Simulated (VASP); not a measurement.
A run of VASP 6.6.1 is set up as follows.

INCAR

```
  PREC = Accurate
  ENCUT = 520
  EDIFF = 1E-6
  ISMEAR = 0
  SIGMA = 0.1
  LREAL = F
  LASPH = T
  NELM = 120
  ALGO = Normal
  ISIF = 2
  LWAVE = F
  LCHARG = F
  GGA = PE
  NBANDS = 38
  GGA_COMPAT = F
```

KPOINTS

```
Automatic mesh
0
Gamma
  4 4 2
```

File POSCAR:

```
W3C4
1.0
    5.8130000000      0.0000000000      0.0000000000
   -1.4532500000      2.5171030000      0.0000000000
    0.0000000000      0.0000000000      5.6732000000
C W
4 3
Direct
    0.3333333002      0.3333332009      0.2500000000
    0.3333333002      0.3333332009      0.7500000000
    0.8333333002      0.3333332009      0.2500000000
    0.8333333002      0.3333332009      0.7500000000
   -0.0044486785     -0.0044487651      0.0832997250
    0.5000000000      0.0000000000      0.0000000000
    0.5000000000      0.0000000000      0.5000000000
```

Potentials or basis: VASP PAW PBE potentials, release 64 (C, W_sv).

Launch:

```console
$ cat potpaw_PBE.64/C/POTCAR potpaw_PBE.64/W_sv/POTCAR > POTCAR
$ mpirun -np 1 vasp_std > vasp.out
```

Problem. Predict the band gap on the k mesh.

Solution. Zero (band 29 reaches 8.84 eV, above the bottom of band 30 at 7.94 eV).

Problem. What does it give for the pressure?

Solution. 1.5 GPa.

Problem. What does it give for the largest force?

Solution. 6.203 eV/Å.

Stress tensor (GPa, compression positive):
```
 3.41 -5.06 -0.98
-5.06  9.25 -0.56
-0.98 -0.56 -8.21
```

Caveat: the k points lie up to 0.62 Å⁻¹ apart; spin-orbit coupling is left out, which moves the levels of the heavy elements.
